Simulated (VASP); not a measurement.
Write the native input for VASP 6.6.1 that does the following.

```
Task                   : single point
Functional             : LDA
Potentials or basis    : VASP PAW LDA potentials, release 64 (Si)
Cutoff                 : 520 eV
k mesh                 : 13 × 13 × 13
Occupations            : fermi-dirac, width 0.1 eV
Spin                   : no spin polarisation
Dipole correction      : no
Further INCAR settings : ALGO = Normal; EDIFF = 1e-06; NBANDS = 11
```

The structure of Si lies in POSCAR:

```
Si
1.0
    0.0000000000      2.5072754596      2.5072754596
    2.5072754596      0.0000000000      2.5072754596
    2.5072754596      2.5072754596      0.0000000000
Si
2
Direct
   -0.1250000000     -0.1250000000     -0.1250000000
    0.1250000000      0.1250000000      0.1250000000
```

The input as run:

INCAR

```
PREC = Accurate
ENCUT = 520
EDIFF = 1E-6
ISMEAR = -1
SIGMA = 0.1
LREAL = F
LASPH = T
NELM = 80
ALGO = Normal
ISIF = 2
LWAVE = F
LCHARG = F
GGA = CA
NBANDS = 11
```

KPOINTS

```
regular mesh
0
Gamma
  13 13 13
```

Potentials or basis: VASP PAW LDA potentials, release 64 (Si).

Launch:

```console
$ cat potpaw_LDA.64/Si/POTCAR > POTCAR
$ mpirun -np 1 vasp_std > vasp.out
```

Results of the run:

```yaml
Pressure: 34.1 GPa
Band_gap_on_the_k_mesh: zero (bands 4 and 5 overlap by 0.03 eV)
```

Caveat: the cell stands under pressure; semilocal functionals underestimate gaps, so a narrow gap can read as zero.

It took 13 s on 1 thread of Intel(R) Xeon(R) Platinum 8559C (Emerald Rapids), with other jobs on the host, peak memory 0.14 GiB.
